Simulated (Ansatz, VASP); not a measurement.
**Two plane-wave programs on PbS**

File INCAR:

```
SYSTEM = PbS
PREC = Accurate ; ENCUT = 520
EDIFF = 1E-7 ; ISMEAR = -1
SIGMA = 0.02 ; LREAL = .FALSE.
LASPH = .TRUE. ; NELM = 60
ALGO = Normal ; ISIF = 2
LWAVE = .FALSE. ; LCHARG = .TRUE.
GGA = PE ; LELF = .TRUE.
LVHAR = .TRUE. ; NBANDS = 28
```

Contents of KPOINTS:

```
regular mesh
0
G
  6 6 6
  0 0 0
```

The input POSCAR:

```
PbS
1.0
    2.0300255250     -5.9739640583     -0.0325945333
    2.1298804750      6.0086299417      0.0672604167
    0.0356610083      0.0356610083      4.2793210000
Pb S
2 2
Direct
    0.8694370000      0.1305630000      0.7500000000
    0.1305630000      0.8694370000      0.2500000000
    0.6452030000      0.3547970000      0.7500000000
    0.3547970000      0.6452030000      0.2500000000
```

Input for Ansatz:

```yaml
crystal:
  lattice:
    - [2.030025525, -5.973964058333333, -0.03259453333333333]
    - [2.129880475, 6.008629941666667, 0.06726041666666666]
    - [0.03566100833333333, 0.03566100833333333, 4.279321]
  atoms:
    - { symbol: Pb, position: [0.869437, 0.130563, 0.75] }
    - { symbol: Pb, position: [0.130563, 0.869437, 0.25] }
    - { symbol: S, position: [0.645203, 0.354797, 0.75] }
    - { symbol: S, position: [0.354797, 0.645203, 0.25] }
basis:
  ecutwfc: 520.0
kpoints:
  mp_grid:
    grid: [6, 6, 6]
hamiltonian:
  xc: pbe
  pseudopotentials:
    kind: paw
scf:
  occupations:
    method: fermi_dirac
    width: 0.02
output:
  stress: true
```

Alike in both runs: task single point; functional PBE; k mesh 6 × 6 × 6; occupations fermi-dirac, width 0.02 eV; no spin polarisation.

|  | VASP | Ansatz |
| --- | --- | --- |
| version | VASP 6.6.1 | Ansatz 0.2.0 |
| potentials or method | VASP PAW PBE potentials, release 64 (Pb_d, S), cutoff 520 eV | plane waves, PAW |
| valence electrons in the cell | 40 | 40 |

Ansatz gave:

| Item | Value |
| --- | --- |
| pressure (GPa) | 1.1 |
| traceless stress, the component that is largest in VASP (GPa) | -0.92 |

Task: Which values does VASP return?

Result: Pressure (GPa): 1.0; traceless stress, the component that is largest in VASP (GPa): -0.92.

Neither program's run includes spin-orbit coupling.
